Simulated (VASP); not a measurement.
Set up this calculation in VASP 6.6.1, as the native input.

```
Task                   : single point
Functional             : LDA
Potentials or basis    : VASP PAW LDA potentials, release 64 (Na_pv, I)
Cutoff                 : 500 eV
k mesh                 : 3 × 3 × 3
Occupations            : gaussian, width 0.01 eV
Spin                   : no spin polarisation
Dipole correction      : no
Further INCAR settings : ALGO = Normal; EDIFF = 1e-06; NBANDS = 14
```

The structure of NaI lies in POSCAR:

```
NaI
1.0
    0.0000000000      3.2417850349      3.2417850349
    3.2417850349      0.0000000000      3.2417850349
    3.2417850349      3.2417850349      0.0000000000
Na I
1 1
Direct
    0.0084400000      0.9944300000      0.9944600000
    0.5109400000      0.4948600000      0.4962900000
```

These files were run (other wordings do the same):

INCAR

```
PREC = Accurate
ENCUT = 500
EDIFF = 1E-6
ISMEAR = 0
SIGMA = 0.01
LREAL = False
LASPH = True
NELM = 120
ALGO = Normal
ISIF = 2
LWAVE = False
LCHARG = False
NBANDS = 14
GGA_COMPAT = False
```

KPOINTS

```
Automatic mesh
0
Gamma
  3 3 3
```

Potentials or basis: VASP PAW LDA potentials, release 64 (Na_pv, I).

The run is started by

```bash
$ cat potpaw_LDA.64/Na_pv/POTCAR potpaw_LDA.64/I/POTCAR > POTCAR
$ mpirun -np 1 vasp_std > vasp.out
```

Results of the run:

```
Pressure               : -1.3 GPa
Largest force          : 0.012 eV/Å
Band gap on the k mesh : 3.31 eV
```

Caveat: the k points lie up to 0.56 Å⁻¹ apart; spin-orbit coupling is left out, which moves the levels of the heavy elements.

Run time: 11 s on 1 thread of Intel(R) Xeon(R) Platinum 8259CL CPU @ 2.50GHz (Skylake/Cascade Lake), on a shared host, peak memory 0.17 GiB.
